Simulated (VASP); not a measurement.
Here is a VASP 6.6.1 calculation.

POSCAR

```
SiO2
1.0
   -1.7424829218      1.7424829218      4.1922323413
    1.7424829218     -1.7424829218      4.1922323413
    1.7424829218      1.7424829218     -4.1922323413
Si O
2 4
Direct
    0.7500000000      0.2500000000      0.5000000000
    0.0000000000      0.0000000000      0.0000000000
    0.5404968811      0.0404968811      0.5000000000
    0.7904968811      0.7904968811      0.0000000000
    0.2095031189      0.2095031189      0.0000000000
    0.9595031189      0.4595031189      0.5000000000
```

File INCAR.step1:

```
ALGO = Normal ; EDIFF = 1E-4
ENCUT = 520 ; GGA = PE
ISMEAR = -1 ; LASPH = T
LCHARG = F ; LREAL = F
LWAVE = T ; NBANDS = 25
NELM = 100 ; PREC = Accurate
SIGMA = 0.03
```

The input INCAR.step2:

```
ALGO = Normal ; BPARAM = 11.95
CPARAM = 0.0093 ; EDIFF = 1E-7
ENCUT = 520 ; ISIF = 2
ISMEAR = -1 ; ISTART = 1
IVDW_NL = 2 ; LASPH = T
LCHARG = T ; LELF = T
LMIXTAU = T ; LREAL = F
LUSE_VDW = T ; LVHAR = T
LWAVE = F ; METAGGA = R2SCAN
NBANDS = 25 ; NELM = 100
PREC = Accurate ; SIGMA = 0.03
```

KPOINTS

```
k-points
0
Gamma
  12 12 12
```

Potentials or basis: VASP PAW PBE potentials, release 64 (Si, O).

Command:

```sh
$ cat potpaw_PBE.64/Si/POTCAR potpaw_PBE.64/O/POTCAR > POTCAR
$ cp INCAR.step1 INCAR
$ mpirun -np 1 vasp_std > vasp.out
$ cp INCAR.step2 INCAR
$ mpirun -np 1 vasp_std > vasp.out
```

(1) What does it give for the pressure?

(2) Predict the largest force.

Results:

(1) 0.5 GPa.

(2) 0.013 eV/Å.

Caveat: the PAW data sets were made with another functional, which shifts forces and pressure a little.
